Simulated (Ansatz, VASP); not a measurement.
# One calculation of In5Sb3As2, two programs

```
In Sb As
1.0
     5.72163    0.00000    0.00000
     0.00000   14.86422    0.00000
     0.00000    0.00000    3.12255
In Sb As
5 3 2
Cartesian
  0.0000 13.3778 0.0000
  0.0000 10.4050 0.0000
  0.0000 7.4321 0.0000
  0.0000 4.4593 0.0000
  0.0000 1.4864 0.0000
  2.8608 13.3778 0.7806
  2.8608 7.4321 0.7806
  2.8608 1.4864 0.7806
  2.8608 10.4050 0.7806
  2.8608 4.4593 0.7806
```

Alike in both runs: task single point; functional PBE; k mesh 4 × 2 × 6; occupations gaussian, width 0.1 eV; no spin polarisation.

|  | VASP | Ansatz |
| --- | --- | --- |
| version | VASP 6.6.1 | Ansatz 0.2.0 |
| potentials or method | VASP PAW PBE potentials, release 64 (In_d, Sb, As), cutoff 520 eV | scalar-relativistic, plane waves, PAW |
| valence electrons in the cell | 90 | 140 |

|  | VASP | Ansatz | Ansatz less VASP |
| --- | --- | --- | --- |
| gap on the k mesh at the Fermi level (eV) | none | none | - |
| pressure (GPa) | 1.8 | 1.8 | +0.01 |
| traceless stress, the component that is largest in VASP (GPa) | -2.59 | -2.59 | +0.004 |
| rms of the force components (eV/Å) | 0.155 | 0.152 | -0.0023 |

Atom by atom the forces differ by 0.003 eV/Å (rms over components). A gap of «none» marks a metal or a gap that the smearing closes. With one functional, cell and mesh, what is left measures potentials, basis and numerics. VASP's potentials hold 90 valence electrons a cell and Ansatz's 140, so a difference there can come from the potentials and not from the codes.

Neither program's run includes spin-orbit coupling.
